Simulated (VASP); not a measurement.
# Al (R-3m) in VASP: notebook

Al is run at these levels: PBE+D3(BJ); tasks: single point.

Program: VASP 6.6.1. These are calculated values, not measurements. Logs are shortened: lines on timing, memory, paths and dates and some standing lists are left out, and cuts for length are marked.

## (1) The cell of the first run

It takes space group R-3m (No. 166, trigonal). The conventional cell has a = 2.816 Å, b = 2.816 Å, c = 13.797 Å, α = 90.00°, β = 90.00°, γ = 120.00°. Al (site symmetry 3m) has 12 Al at 2.62 to 3.02 Å within 3.5 Å.

## (2) Single point, PBE+D3(BJ) (atoms displaced along a vibrational mode)

Input file INCAR:

```
  ALGO = Fast
  EDIFF = 1E-6
  ENCUT = 520
  GGA = PE
  ISIF = 2
  ISMEAR = 0
  IVDW = 12
  LASPH = True
  LCHARG = True
  LELF = True
  LREAL = False
  LVHAR = True
  LWAVE = False
  NBANDS = 10
  NELM = 80
  PREC = Accurate
  SIGMA = 0.15
```

Input file KPOINTS:

```
k-points
0
Gamma
  24 24 24
```

Input file POSCAR:

```
Al
1.0
    0.0000000000     -1.9913628294     -1.9913628294
   -1.9913628294      0.0000000000     -1.9913628294
    1.9913628294      1.9913628294     -3.9827256588
Al
2
Direct
    0.5086978163      0.5086978163      0.4739065511
   -0.0086978163     -0.0086978163      0.0260934489
```

Potentials or basis: VASP PAW PBE potentials, release 64 (Al).

Run with:

```
cat potpaw_PBE.64/Al/POTCAR > POTCAR
mpirun -np 1 vasp_std > vasp.out
```

OUTCAR:

```text
EDIFF = 1E-6
   ENCUT = 520
   GGA = PE
   ISIF = 2
   ISMEAR = 0
   IVDW = 12
   LASPH = True
   LREAL = False
   NELM = 80
   PREC = Accurate
 IVDW          = 12

 ion  position               nearest neighbor table
   1  0.509  0.509  0.474-   2 2.62   2 2.62   2 2.62   2 3.02   2 3.02   2 3.02
   2  0.991  0.991  0.026-   1 2.62   1 2.62   1 2.62   1 3.02   1 3.02   1 3.02

  LATTYP: Found a trigonal (rhomboedric) cell.
 ALAT       =     4.8778228248
 COS(alpha) =     0.8333333333

  Lattice vectors:

 A1 = (   1.9913628294,   3.9827256588,  -1.9913628294)
 A2 = (   3.9827256588,   1.9913628294,  -1.9913628294)
 A3 = (   1.9913628294,   1.9913628294,  -3.9827256588)

Analysis of symmetry for initial positions (statically):
=====================================================================
 Subroutine PRICEL returns:
 Original cell was already a primitive cell.

 Routine SETGRP: Setting up the symmetry group for a
 trigonal (rhombohedral) supercell.

 Subroutine GETGRP returns: Found 12 space group operations
 (whereof  6 operations were pure point group operations)
 out of a pool of 12 trial point group operations.

The static configuration has the point symmetry C_3v.
 The point group associated with its full space group is D_3d.

Analysis of symmetry for dynamics (positions and initial velocities):
=====================================================================
 Subroutine PRICEL returns:
 Original cell was already a primitive cell.

 Routine SETGRP: Setting up the symmetry group for a
 trigonal (rhombohedral) supercell.

 Subroutine GETGRP returns: Found 12 space group operations
 (whereof  6 operations were pure point group operations)
 out of a pool of 12 trial point group operations.

The dynamic configuration has the point symmetry C_3v.
 The point group associated with its full space group is D_3d.

 Subroutine INISYM returns: Found 12 space group operations
 (whereof  6 operations are pure point group operations),
 and found     1 'primitive' translations

----------------------------------------------------------------------------------------

                                     Primitive cell

  volume of cell :      31.5872

  direct lattice vectors                    reciprocal lattice vectors
     0.000000000 -1.991362829 -1.991362829     0.125542165 -0.376626494 -0.125542165
[... 93 lines left out ...]
   ISYM   =      2    0-nonsym 1-usesym 2-fastsym
   POTIM  = 0.5000    time-step for ionic-motion
   TEBEG  =    0.0;   TEEND  =   0.0 temperature during run
   PSTRESS=    0.0 pullay stress
   NELECT =       6.0000    total number of electrons
   NUPDOWN=      -1.0000    fix difference up-down
   EMIN   =  10.00;   EMAX   =-10.00  energy-range for DOS
   EFERMI =   0.00;   METHOD = LEGACY
   ISMEAR =     0;   SIGMA  =   0.15  broadening in eV -4-tet -1-fermi 0-gaus
   EFERMI_NEDOS =   21; number of points for ismear=-14 and -15
   IALGO  =     68    algorithm
   IMIX   =      4    mixing-type and parameters
     AMIX     =   0.40;   BMIX     =  1.00
     AMIX_MAG =   1.60;   BMIX_MAG =  1.00
  volume/ion in A,a.u.               =      15.79       106.58
  Fermi-wavevector in a.u.,A,eV,Ry     =   0.941069  1.778363 12.049470  0.885611
  Thomas-Fermi vector in A             =   2.068543
   LORBIT       =      0    0 simple, 1 ext, 2 COOP (PROOUT), +10 PAW based schemes
   GGA     = PE    functional components
   LHFCALC =     F    Hartree Fock is set to
   AEXX    =    0.0000 exact exchange contribution
   IVDW    =    12    specifies the selected vdW correction
   LEPSILON=     F    determine dielectric tensor
   LRPA    =     F    only Hartree local field effects (RPA)
 non-spin polarized calculation
 RMM-DIIS sequential band-by-band and
 Gauss-broadening in eV      SIGMA  =   0.15
  energy-cutoff  :      520.00
  volume of cell :       31.59
 maximum number of plane-waves:       878
 NGX is ok and might be reduce to    24
   NGX = 11   NGY = 11   NGZ = 19

 number of electron       6.0000000 magnetization

 Free energy of the ion-electron system (eV)
  ---------------------------------------------------
  ext. energy  EPLUGINS =         0.00000000
  ---------------------------------------------------
  free energy    TOTEN  =        -7.30365869 eV

  energy without entropy =       -7.29405188  energy(sigma->0) =       -7.29885529

 E-fermi :   8.4508     XC(G=0): -10.3369

 val. band max:        8.4437724427   @ k =   0.4167   0.3750   0.0417
 cond. band min:       8.4527821287   @ k =   0.5000   0.5000   0.2083
 fundamental gap:      0.0090096861
 Fermi energy:         8.4507795901

 k-point     1 :       0.0000    0.0000    0.0000
  band No.  band energies     occupation
      1      -3.0884      2.00000
      2       3.7963      2.00000
      3       4.0012      2.00000
      4      19.8132      0.00000
      5      19.8132      0.00000
      6      19.8949      0.00000
      7      19.8949      0.00000
      8      21.4115      0.00000
      9      21.7472      0.00000
     10      21.7480      0.00000
[... 287 lines left out ...]
 k-point    24 :       0.4583    0.0417   -0.0000
  band No.  band energies     occupation
      1       1.7825      2.00000
      2       4.7018      2.00000
      3       6.4521      2.00000
      4       9.3114      0.00000
      5      10.9460      0.00000
      6      13.6614      0.00000
      7      14.4442      0.00000
      8      15.7737      0.00000
      9      17.5992      0.00000
     10      19.0148      0.00000

 [... further k-points ...]

------------------------ aborting loop because EDIFF is reached ----------------------------------------

 Edisp (eV)   -0.70339

 E8    (eV) :    -0.3147

  FORCE on cell =-STRESS in cart. coord.  units (eV):
  Direction    XX          YY          ZZ          XY          YZ          ZX
  --------------------------------------------------------------------------------------
  -------------------------------------------------------------------------------------
  Total       0.51919     0.51919     0.51919     0.15515    -0.15515    -0.15515
  in kB      26.33474    26.33474    26.33474     7.86941    -7.86941    -7.86941
  external pressure =       26.33 kB  Pullay stress =        0.00 kB

 VOLUME and BASIS-vectors are now :
 -----------------------------------------------------------------------------
  energy-cutoff  :      520.00
  volume of cell :       31.59
      direct lattice vectors                 reciprocal lattice vectors
     0.000000000 -1.991362829 -1.991362829     0.125542165 -0.376626494 -0.125542165
    -1.991362829  0.000000000 -1.991362829    -0.376626494  0.125542165 -0.125542165
     1.991362829  1.991362829 -3.982725659     0.125542165  0.125542165 -0.125542165

 POSITION                                       TOTAL-FORCE (eV/Angst)
 -----------------------------------------------------------------------------------
     -0.06928     -0.06928     -3.91344         0.876470      0.876470     -0.876470
     -1.92208     -1.92208     -4.05201        -0.876470     -0.876470      0.876470
 -----------------------------------------------------------------------------------
    total drift:                               -0.000000     -0.000000      0.000000

  FREE ENERGIE OF THE ION-ELECTRON SYSTEM (eV)
  ---------------------------------------------------
  free  energy   TOTEN  =        -8.0070473563 eV

  energy  without entropy=       -7.9974405505  energy(sigma->0) =       -8.00224395
```

Wall time 6.8 min (1 thread of AMD EPYC 7R13, shared host); peak memory 0.41 GiB.

What came out:

```yaml
Free_energy: -8.0070 eV
Pressure: 2.6 GPa
Largest_force: 1.518 eV/Å
Band_gap_on_the_k_mesh: zero (bands 3 and 4 overlap by 5.92 eV)
Dispersion_energy_per_atom: -0.352 eV
```

Forces in eV/Å, atoms in the order of the input:
```
Al   0.876  0.876 -0.876
Al  -0.876 -0.876  0.876
```

Caveat: the cell differs from its parent crystal (atoms displaced along a vibrational mode); forces of over 1 eV/Å act on the atoms, so gaps and moduli don't describe the material at rest.

## (3) Single point, PBE+D3(BJ) (atoms displaced along a vibrational mode)

Input file INCAR:

```
  ALGO = Fast
  EDIFF = 1E-7
  ENCUT = 520
  GGA = PE
  ISIF = 2
  ISMEAR = 0
  IVDW = 12
  LASPH = True
  LCHARG = False
  LREAL = False
  LWAVE = False
  NBANDS = 10
  NELM = 60
  PREC = Accurate
  SIGMA = 0.15
```

KPOINTS is that of step 2.

Input file POSCAR:

```
Al
1.0
    0.0000000000     -1.9913628294     -1.9913628294
   -1.9913628294      0.0000000000     -1.9913628294
    1.9913628294      1.9913628294     -3.9827256588
Al
2
Direct
    0.4934766378      0.4934766378      0.5195700867
    0.0065233622      0.0065233622     -0.0195700867
```

Potentials or basis: VASP PAW PBE potentials, release 64 (Al).

Run with:

```
cat potpaw_PBE.64/Al/POTCAR > POTCAR
mpirun -np 1 vasp_std > vasp.out
```

Wall time 8.9 min (1 thread of AMD EPYC 7R13, shared host); peak memory 0.41 GiB.

The run converged. Its results:

* Free energy: -8.0858 eV
* Pressure: 1.4 GPa
* Largest force: 1.111 eV/Å
* Band gap on the k mesh: zero (bands 3 and 4 overlap by 5.94 eV)
* Dispersion energy per atom: -0.352 eV

Forces on the atoms (eV/Å):
```
Al  -0.641 -0.641  0.641
Al   0.641  0.641 -0.641
```

Stress tensor (GPa, compression positive):
```
 1.44  0.48 -0.48
 0.48  1.44 -0.48
-0.48 -0.48  1.44
```

Levels at points of the mesh, in eV from the Fermi level:
```tsv
k point	band 1	band 2	band 3	band 4	band 5	band 6	band 7	band 8
(0.00, 0.00, 0.00)	-11.50	-4.71	-4.45	11.53	11.53	11.55	11.55	12.91
(0.50, 0.00, 0.00)	-5.29	-5.23	-0.83	-0.63	3.68	3.86	6.70	7.83
(0.50, 0.50, 0.00)	-4.87	-4.62	-2.87	-1.55	5.22	5.70	5.81	9.34
(0.00, 0.00, 0.50)	-10.20	-9.22	3.31	3.74	10.98	10.98	11.23	11.23
```

Caveat: the cell differs from its parent crystal (atoms displaced along a vibrational mode); forces of over 1 eV/Å act on the atoms, so gaps and moduli don't describe the material at rest.

(Continued in part 2 of 2.)
